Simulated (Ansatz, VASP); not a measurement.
Two plane-wave programs on W

```
W
1.0
    14.00000    0.00000    0.00000
     0.00000   14.40000    0.00000
     0.00000    0.00000   14.80000
W
1
Direct
  0.50000 0.50000 0.50000
```

Alike in both runs: task single point; functional PBEsol; k mesh 1 × 1 × 1; occupations fermi-dirac, width 0.01 eV; collinear spin.

```csv
,VASP,Ansatz
version,VASP 6.6.1,Ansatz 0.2.0
potentials or method,"VASP PAW PBE potentials, release 64 (W_sv), cutoff 520 eV","plane waves (420 eV) with PAW, scalar-relativistic"
valence electrons in the cell,14,14
```

```tsv
	VASP	Ansatz	Ansatz less VASP
gap on the k mesh at the Fermi level (eV)	1.57	1.59	+0.017
net moment per atom (μB)	6.00	6.00	0.000
size of the moment on the site where the two differ most (μB)	3.94	6.00	+2.063
```

VASP's potentials were made for PBE, not for PBEsol, and Ansatz warns of the same on its side. Site moments also hang on the region over which each program counts them.

Neither program's run includes spin-orbit coupling.
